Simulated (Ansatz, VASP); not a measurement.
**Two plane-wave programs on ZnSe**

```
Zn Se
1.0
     0.00000    2.60104    2.93671
     2.93671    0.00000    2.93671
     2.93671    2.60104    0.00000
Zn Se
1 1
Cartesian
  0.0000 0.0000 0.0000
  4.4051 3.9016 4.4051
```

Alike in both runs: task single point; functional LDA; k mesh 10 × 10 × 10; occupations gaussian, width 0.05 eV; no spin polarisation.

|  | VASP | Ansatz |
| --- | --- | --- |
| version | VASP 6.6.1 | Ansatz 0.2.0 |
| potentials or method | VASP PAW LDA potentials, release 64 (Zn, Se), cutoff 520 eV | scalar-relativistic, plane waves, PAW |
| valence electrons in the cell | 18 | 28 |

```tsv
	VASP	Ansatz	Ansatz less VASP
gap on the k mesh at the Fermi level (eV)	0.85	0.81	-0.040
least direct gap on the mesh (eV)	0.85	0.81	-0.040
pressure (GPa)	-2.6	-2.9	-0.32
traceless stress, the component that is largest in VASP (GPa)	2.54	2.57	+0.030
```

Ansatz warns that its potentials were made for another functional, while VASP's fit it. LDA's correlation is that of Perdew and Zunger in VASP and of Perdew and Wang (1992) in Ansatz. VASP's potentials hold 18 valence electrons a cell and Ansatz's 28, so a difference there can come from the potentials and not from the codes.
